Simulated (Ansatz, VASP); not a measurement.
Two plane-wave programs on WC

```
W C
1.0
     3.13254    0.00000    0.00000
    -1.56627    2.71286    0.00000
     0.00000    0.00000    2.94216
W C
1 1
Cartesian
  0.0000 0.0000 0.0000
  1.5663 0.9043 1.4711
```

Change from the starting cell: strain +0.080 along x and y, +0.040 along z, atoms carried along.

Alike in both runs: task single point; functional PBE; k mesh 18 × 18 × 16; occupations gaussian, width 0.15 eV; no spin polarisation.

|  | VASP | Ansatz |
| --- | --- | --- |
| version | VASP 6.6.1 | Ansatz 0.2.0 |
| potentials or method | VASP PAW PBE potentials, release 64 (W_sv, C), cutoff 520 eV | scalar-relativistic, plane waves, PAW |
| valence electrons in the cell | 18 | 18 |

```csv
,VASP,Ansatz,Ansatz less VASP
gap on the k mesh at the Fermi level (eV),none,none,-
pressure (GPa),-44.0,-44.5,-0.48
"traceless stress, the component that is largest in VASP (GPa)",6.45,6.33,-0.126
```

A gap of «none» marks a metal or a gap that the smearing closes. Both programs put the cell under strong tension, so it lies far from rest at this level. With one functional, cell and mesh, what is left measures potentials, basis and numerics.

Neither program's run includes spin-orbit coupling. Noted on VASP's run: the cell as given lies far from equilibrium.
